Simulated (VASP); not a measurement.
# NiO2: single point with LDA

NiO2:

```
Ni O
1.0
     2.84753    0.00000    0.00000
    -1.42376    2.46603    0.00000
     0.00000    0.00000    3.95949
Ni O
1 2
Cartesian
  0.0000 0.0000 1.9797
  1.4238 0.8220 2.9866
  0.0000 1.6440 0.9729
```

This cell differs from its parent crystal: atoms shifted along a free coordinate, c/a of the conventional cell at fixed volume 1.3905.

```yaml
Program: VASP 6.6.1
Task: single point
Functional: LDA
Potentials_or_basis: VASP PAW LDA potentials, release 64 (Ni_sv_GW, O)
Cutoff: 700 eV
k_mesh: 12 × 12 × 6
Occupations: gaussian, width 0.05 eV
Spin: no spin polarisation
```

```yaml
Pressure: -22.9 GPa
Largest_force: 2.071 eV/Å
Band_gap_on_the_k_mesh: 0.37 eV (least direct gap 0.52 eV)
```

Forces on the atoms (eV/Å):
```
Ni   0.000  0.000  0.000
O    0.000  0.000 -2.071
O    0.000  0.000  2.071
```

Stress tensor (GPa, compression positive):
```
-23.88   0.00   0.00
  0.00 -23.88   0.00
  0.00   0.00 -20.92
```

Levels at points of the mesh, in eV from the valence-band top:
| k point | band 12 | band 13 | band 14 | band 15 | band 16 | band 17 | band 18 | band 19 |
| --- | --- | --- | --- | --- | --- | --- | --- | --- |
| (0.00, 0.00, 0.00) | -1.17 | -1.17 | -0.80 | -0.07 | 1.46 | 1.46 | 7.14 | 10.26 |
| (0.50, 0.00, 0.00) | -3.06 | -1.79 | -1.72 | -1.10 | 1.04 | 1.74 | 11.77 | 12.04 |
| (0.00, 0.00, 0.50) | -2.15 | -1.49 | -1.49 | -0.32 | 1.76 | 1.76 | 9.28 | 9.96 |
| (0.50, 0.00, 0.50) | -1.84 | -1.73 | -1.24 | -1.23 | 1.18 | 1.27 | 10.85 | 12.04 |

Wall time 78 s on 1 thread of AMD EPYC 9R45 96-Core Processor (Zen 5), with other jobs on the host, peak memory 0.21 GiB.

Caveat: the cell stands under tension; the run has no spin polarisation, though such a crystal can be magnetic; forces of over 1 eV/Å act on the atoms, so gaps and moduli don't describe the material at rest. A k mesh can miss the band edges.
